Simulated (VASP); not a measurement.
# ZnRe (P-6m2) in VASP: further runs

Aim: see how the results for ZnRe move with the level of theory and the settings. Levels: PBE+D3(BJ), PBE+D4, PBE. Tasks: single point.

Everything below comes from runs of VASP 6.6.1. Logs are shortened: lines on timing, memory, paths and dates and some standing lists are left out, and cuts for length are marked.

**1. The cell of the first run**

It takes space group P-6m2 (No. 187, hexagonal). Conventional cell: a = 2.722 Å, b = 2.722 Å, c = 4.425 Å, α = 90.00°, β = 90.00°, γ = 120.00°. Within 3.6 Å of Re (site symmetry -6m2) lie 6 Zn at 2.71 Å and 6 Re at 2.72 Å. Within 3.6 Å of Zn (site symmetry -6m2) lie 6 Re at 2.71 Å and 6 Zn at 2.72 Å.

**2. Single point, PBE+D3(BJ)**

Input file INCAR:

```
SYSTEM = ZnRe
  PREC = Accurate
  ENCUT = 520
  EDIFF = 1E-6
  ISMEAR = -1
  SIGMA = 0.05
  LREAL = .False.
  LASPH = .True.
  NELM = 80
  ALGO = Normal
  ISIF = 2
  LWAVE = .False.
  LCHARG = .False.
  GGA = PE
  IVDW = 12
  NBANDS = 16
```

Input file KPOINTS:

```
regular mesh
0
Gamma
  11 11 6
  0 0 0
```

Input file POSCAR:

```
ZnRe
1.0
    2.7216455083      0.0000000000      0.0000000000
   -1.3608227541      2.3570141503      0.0000000000
    0.0000000000      0.0000000000      4.4247863758
Re Zn
1 1
Direct
    0.3333333333      0.6666666667      0.5000000000
    0.0000000000      0.0000000000      0.0000000000
```

Potentials or basis: VASP PAW PBE potentials, release 64 (Re, Zn).

The run is started by

```
cat potpaw_PBE.64/Re/POTCAR potpaw_PBE.64/Zn/POTCAR > POTCAR
mpirun -np 1 vasp_std > vasp.out
```

OUTCAR:

```text
SYSTEM = ZnRe
   PREC = Accurate
   ENCUT = 520
   EDIFF = 1E-6
   ISMEAR = -1
   LREAL = .False.
   LASPH = .True.
   NELM = 80
   ISIF = 2
   GGA = PE
   IVDW = 12
 IVDW          = 12

 ion  position               nearest neighbor table
   1  0.333  0.667  0.500-   2 2.71   2 2.71   2 2.71   2 2.71   2 2.71   2 2.71
   2  0.000  0.000  0.000-   1 2.71   1 2.71   1 2.71   1 2.71   1 2.71   1 2.71

  LATTYP: Found a hexagonal cell.
 ALAT       =     2.7216455083
 C/A-ratio  =     1.6257761572

  Lattice vectors:

 A1 = (   2.7216455083,   0.0000000000,   0.0000000000)
 A2 = (  -1.3608227541,   2.3570141503,   0.0000000000)
 A3 = (   0.0000000000,   0.0000000000,   4.4247863758)

Analysis of symmetry for initial positions (statically):
=====================================================================
 Subroutine PRICEL returns:
 Original cell was already a primitive cell.

 Routine SETGRP: Setting up the symmetry group for a
 hexagonal supercell.

 Subroutine GETGRP returns: Found 12 space group operations
 (whereof 12 operations were pure point group operations)
 out of a pool of 24 trial point group operations.

The static configuration has the point symmetry D_3h.

Analysis of symmetry for dynamics (positions and initial velocities):
=====================================================================
 Subroutine PRICEL returns:
 Original cell was already a primitive cell.

 Routine SETGRP: Setting up the symmetry group for a
 hexagonal supercell.

 Subroutine GETGRP returns: Found 12 space group operations
 (whereof 12 operations were pure point group operations)
 out of a pool of 24 trial point group operations.

The dynamic configuration has the point symmetry D_3h.

 Subroutine INISYM returns: Found 12 space group operations
 (whereof 12 operations are pure point group operations),
 and found     1 'primitive' translations

----------------------------------------------------------------------------------------

                                     Primitive cell

  volume of cell :      28.3848

  direct lattice vectors                    reciprocal lattice vectors
     2.721645508  0.000000000  0.000000000     0.367424779  0.212132795  0.000000000
    -1.360822754  2.357014150  0.000000000     0.000000000  0.424265590  0.000000000
     0.000000000  0.000000000  4.424786376     0.000000000  0.000000000  0.225999611

  length of vectors
     2.721645508  2.721645508  4.424786376     0.424265590  0.424265590  0.225999611

  position of ions in fractional coordinates (direct lattice)
     0.333333333  0.666666667  0.500000000
     0.000000000  0.000000000  0.000000000

  ion indices of the primitive-cell ions
   primitive index   ion index
                 1           1
                 2           2

----------------------------------------------------------------------------------------

 KPOINTS: regular mesh

Automatic generation of k-mesh.
 Grid dimensions read from file:
 generate k-points for:   11   11    6

 Generating k-lattice:

  Cartesian coordinates                     Fractional coordinates (reciprocal lattice)
     0.033402253  0.019284800  0.000000000     0.090909091 -0.000000000  0.000000000
     0.000000000  0.038569599  0.000000000     0.000000000  0.090909091  0.000000000
     0.000000000  0.000000000  0.037666602     0.000000000  0.000000000  0.166666667

  Length of vectors
     0.038569599  0.038569599  0.037666602

  Shift w.r.t. Gamma in fractional coordinates (k-lattice)
     0.000000000  0.000000000  0.000000000

 Subroutine IBZKPT returns following result:
 ===========================================

 Found     64 irreducible k-points:

 Following reciprocal coordinates:
            Coordinates               Weight
  0.000000  0.000000  0.000000      1.000000
  0.090909 -0.000000  0.000000      6.000000
  0.181818 -0.000000  0.000000      6.000000
  0.272727 -0.000000  0.000000      6.000000
  0.363636 -0.000000  0.000000      6.000000
  0.454545  0.000000  0.000000      6.000000
[... 16 lines left out ...]
  0.090909  0.090909  0.166667     12.000000
  0.181818  0.090909  0.166667     24.000000
 [... further k-points ...]
   k-points           NKPTS =     64   k-points in BZ     NKDIM =     64   number of bands    NBANDS=     16
   number of dos      NEDOS =    301   number of ions     NIONS =      2
   total plane-waves  NPLWV =  14400
   dimension x,y,z NGX =    20 NGY =   20 NGZ =   36
   dimension x,y,z NGXF=    40 NGYF=   40 NGZF=   72
   ions per type =               1   1
   NGX,Y,Z   is equivalent  to a cutoff of  12.22, 12.22, 13.53 a.u.
   NGXF,Y,Z  is equivalent  to a cutoff of  24.43, 24.43, 27.05 a.u.
 SYSTEM =  ZnRe
   PREC   = accura    normal or accurate (medium, high low for compatibility)
   ISTART =      0    job   : 0-new  1-cont  2-samecut
   ICHARG =      2    charge: 1-file 2-atom 10-const
   ISPIN  =      1    spin polarized calculation?
   LNONCOLLINEAR =      F non collinear calculations
   LSORBIT =      F    spin-orbit coupling
   LASPH  =      T    aspherical Exc in radial PAW
   ENCUT  =  520.0 eV  38.22 Ry    6.18 a.u.   5.06  5.06  8.23*2*pi/ulx,y,z
   NELM   =     80;   NELMIN=  2; NELMDL= -5     # of ELM steps
   EDIFF  = 0.1E-05   stopping-criterion for ELM
   LREAL  =      F    real-space projection
[... 7 lines left out ...]
   TEBEG  =    0.0;   TEEND  =   0.0 temperature during run
   PSTRESS=    0.0 pullay stress
   NELECT =      19.0000    total number of electrons
   NUPDOWN=      -1.0000    fix difference up-down
   EMIN   =  10.00;   EMAX   =-10.00  energy-range for DOS
   EFERMI =   0.00;   METHOD = LEGACY
   ISMEAR =    -1;   SIGMA  =   0.05  broadening in eV -4-tet -1-fermi 0-gaus
   EFERMI_NEDOS =   21; number of points for ismear=-14 and -15
   IALGO  =     38    algorithm
   IMIX   =      4    mixing-type and parameters
     AMIX     =   0.40;   BMIX     =  1.00
     AMIX_MAG =   1.60;   BMIX_MAG =  1.00
  volume/ion in A,a.u.               =      14.19        95.78
  Fermi-wavevector in a.u.,A,eV,Ry     =   1.432069  2.706218 27.903131  2.050822
  Thomas-Fermi vector in A             =   2.551737
   LORBIT       =      0    0 simple, 1 ext, 2 COOP (PROOUT), +10 PAW based schemes
   GGA     = PE    functional components
   LHFCALC =     F    Hartree Fock is set to
   AEXX    =    0.0000 exact exchange contribution
   IVDW    =    12    specifies the selected vdW correction
   LEPSILON=     F    determine dielectric tensor
   LRPA    =     F    only Hartree local field effects (RPA)
 non-spin polarized calculation
  energy-cutoff  :      520.00
  volume of cell :       28.38
 maximum number of plane-waves:       782
   NGX = 11   NGY = 11   NGZ = 17

 number of electron      19.0000019 magnetization

 Free energy of the ion-electron system (eV)
  ---------------------------------------------------
  ext. energy  EPLUGINS =         0.00000000
  ---------------------------------------------------
  free energy    TOTEN  =       -13.04006433 eV

  energy without entropy =      -13.02588017  energy(sigma->0) =      -13.03297225

 E-fermi :   5.8833     XC(G=0): -12.9805

 val. band max:        5.8460786804   @ k =   0.3636   0.1818   0.5000
 cond. band min:       5.8893392089   @ k =   0.1818  -0.0000   0.3333
 fundamental gap:      0.0432605285
 Fermi energy:         5.8832685571

 k-point     1 :       0.0000    0.0000    0.0000
  band No.  band energies     occupation
      1      -4.6596      2.00000
      2      -2.2089      2.00000
      3      -1.5302      2.00000
      4      -1.5302      2.00000
      5      -1.1344      2.00000
      6      -1.1344      2.00000
[... 8 lines left out ...]
     15      23.4128      0.00000
     16      23.4133      0.00000

 k-point     2 :       0.0909   -0.0000    0.0000
  band No.  band energies     occupation
      1      -4.3850      2.00000
      2      -2.1158      2.00000
      3      -1.5623      2.00000
      4      -1.4788      2.00000
      5      -1.1983      2.00000
      6      -1.1496      2.00000
[... 8 lines left out ...]
     15      21.6935      0.00000
     16      21.9438      0.00000

 k-point     3 :       0.1818   -0.0000    0.0000
  band No.  band energies     occupation
      1      -3.6173      2.00000
      2      -1.9380      2.00000
      3      -1.6019      2.00000
      4      -1.3675      2.00000
      5      -1.3381      2.00000
      6      -1.1904      2.00000
[... 8 lines left out ...]
     15      19.9628      0.00000
     16      22.5071      0.00000

 k-point     4 :       0.2727   -0.0000    0.0000
  band No.  band energies     occupation
      1      -2.6066      2.00000
      2      -1.8719      2.00000
      3      -1.5861      2.00000
      4      -1.4023      2.00000
      5      -1.2443      2.00000
      6      -1.1476      2.00000
[... 8 lines left out ...]
     15      18.2553      0.00000
     16      21.0081      0.00000

 k-point     5 :       0.3636   -0.0000    0.0000
  band No.  band energies     occupation
      1      -2.2287      2.00000
      2      -1.7856      2.00000
      3      -1.7035      2.00000
      4      -1.2942      2.00000
      5      -0.9655      2.00000
      6      -0.5375      2.00000
[... 8 lines left out ...]
     15      16.9067      0.00000
     16      19.7443      0.00000

 k-point     6 :       0.4545    0.0000    0.0000
  band No.  band energies     occupation
      1      -2.2513      2.00000
      2      -1.9040      2.00000
      3      -1.6174      2.00000
      4      -1.3240      2.00000
      5      -0.8538      2.00000
      6       0.2800      2.00000
[... 8 lines left out ...]
     15      16.0369      0.00000
     16      18.5419      0.00000

 k-point     7 :       0.0909    0.0909    0.0000
  band No.  band energies     occupation
      1      -3.8614      2.00000
      2      -1.9724      2.00000
      3      -1.6226      2.00000
      4      -1.3682      2.00000
      5      -1.3103      2.00000
      6      -1.1823      2.00000
[... 8 lines left out ...]
     15      18.9976      0.00000
     16      23.1696      0.00000

 k-point     8 :       0.1818    0.0909    0.0000
  band No.  band energies     occupation
      1      -2.9330      2.00000
      2      -1.8378      2.00000
      3      -1.6408      2.00000
      4      -1.4950      2.00000
      5      -1.2404      2.00000
      6      -1.1499      2.00000
[... 8 lines left out ...]
     15      17.3067      0.00000
     16      21.8034      0.00000

 k-point     9 :       0.2727    0.0909    0.0000
  band No.  band energies     occupation
      1      -2.1811      2.00000
      2      -1.7469      2.00000
      3      -1.6964      2.00000
      4      -1.3555      2.00000
      5      -1.3022      2.00000
      6      -0.7007      2.00000
[... 8 lines left out ...]
     15      15.9995      0.00000
     16      20.3606      0.00000
[... 172 lines left out ...]
 k-point    19 :       0.1818   -0.0000    0.1667
  band No.  band energies     occupation
      1      -3.3782      2.00000
      2      -1.9121      2.00000
      3      -1.6034      2.00000
      4      -1.3659      2.00000
      5      -1.3437      2.00000
      6      -1.1832      2.00000
[... 8 lines left out ...]
     15      20.2610      0.00000
     16      21.7673      0.00000

 k-point    20 :       0.2727   -0.0000    0.1667
  band No.  band energies     occupation
      1      -2.4881      2.00000
      2      -1.8597      2.00000
      3      -1.5518      2.00000
      4      -1.3504      2.00000
      5      -1.2338      2.00000
      6      -1.1485      2.00000
[... 8 lines left out ...]
     15      18.6571      0.00000
     16      20.2824      0.00000

 k-point    21 :       0.3636   -0.0000    0.1667
  band No.  band energies     occupation
      1      -2.2405      2.00000
      2      -1.9105      2.00000
      3      -1.5493      2.00000
      4      -1.2756      2.00000
      5      -0.9668      2.00000
      6      -0.4264      2.00000
[... 8 lines left out ...]
     15      17.3809      0.00000
     16      18.9143      0.00000

 k-point    22 :       0.4545    0.0000    0.1667
  band No.  band energies     occupation
      1      -2.2692      2.00000
      2      -1.9997      2.00000
      3      -1.5121      2.00000
      4      -1.3016      2.00000
      5      -0.8542      2.00000
      6       0.2699      2.00000
[... 8 lines left out ...]
     15      16.5601      0.00000
     16      18.3159      0.00000

 k-point    23 :       0.0909    0.0909    0.1667
  band No.  band energies     occupation
      1      -3.6103      2.00000
      2      -1.9462      2.00000
      3      -1.6252      2.00000
      4      -1.3735      2.00000
      5      -1.3138      2.00000
      6      -1.1761      2.00000
[... 8 lines left out ...]
     15      19.1499      0.00000
     16      22.8335      0.00000

 k-point    24 :       0.1818    0.0909    0.1667
  band No.  band energies     occupation
      1      -2.7432      2.00000
      2      -1.8182      2.00000
      3      -1.6412      2.00000
      4      -1.4819      2.00000
      5      -1.2312      2.00000
      6      -1.1367      2.00000
[... 8 lines left out ...]
     15      17.5859      0.00000
     16      21.6483      0.00000

 [... further k-points ...]

------------------------ aborting loop because EDIFF is reached ----------------------------------------

 Edisp (eV)   -1.10265

 E8    (eV) :    -0.5165

  FORCE on cell =-STRESS in cart. coord.  units (eV):
  Direction    XX          YY          ZZ          XY          YZ          ZX
  --------------------------------------------------------------------------------------
  -------------------------------------------------------------------------------------
  Total      -0.01030    -0.01030     0.08488    -0.00000     0.00000     0.00000
  in kB      -0.58120    -0.58120     4.79104    -0.00000     0.00000     0.00000
  external pressure =        1.21 kB  Pullay stress =        0.00 kB

 VOLUME and BASIS-vectors are now :
 -----------------------------------------------------------------------------
  energy-cutoff  :      520.00
  volume of cell :       28.38
      direct lattice vectors                 reciprocal lattice vectors
     2.721645508  0.000000000  0.000000000     0.367424779  0.212132795  0.000000000
    -1.360822754  2.357014150  0.000000000     0.000000000  0.424265590  0.000000000
     0.000000000  0.000000000  4.424786376     0.000000000  0.000000000  0.225999611

 POSITION                                       TOTAL-FORCE (eV/Angst)
 -----------------------------------------------------------------------------------
     -0.00000      1.57134      2.21239        -0.000000      0.000000      0.000000
      0.00000      0.00000      0.00000         0.000000      0.000000      0.000000
 -----------------------------------------------------------------------------------
    total drift:                               -0.000000      0.000000      0.000000

  FREE ENERGIE OF THE ION-ELECTRON SYSTEM (eV)
  ---------------------------------------------------
  free  energy   TOTEN  =       -14.1427110025 eV

  energy  without entropy=      -14.1285268483  energy(sigma->0) =      -14.13561893
```

Wall time 23 s (1 thread of Intel Xeon Platinum 8259CL at 2.50GHz (Skylake/Cascade Lake), shared host); peak memory 0.17 GiB.

Results:

| Item | Value |
| --- | --- |
| Free energy | -14.1427 eV |
| Pressure | 0.1 GPa |
| Dispersion energy per atom | -0.551 eV |

Stress tensor (GPa, compression positive):
```
-0.06  0.00  0.00
 0.00 -0.06  0.00
 0.00  0.00  0.48
```

Caveat: spin-orbit coupling is left out, which moves the levels of the heavy elements; pairwise dispersion overbinds metals, which lowers pressure and volume.

[end of part 1 of 2]
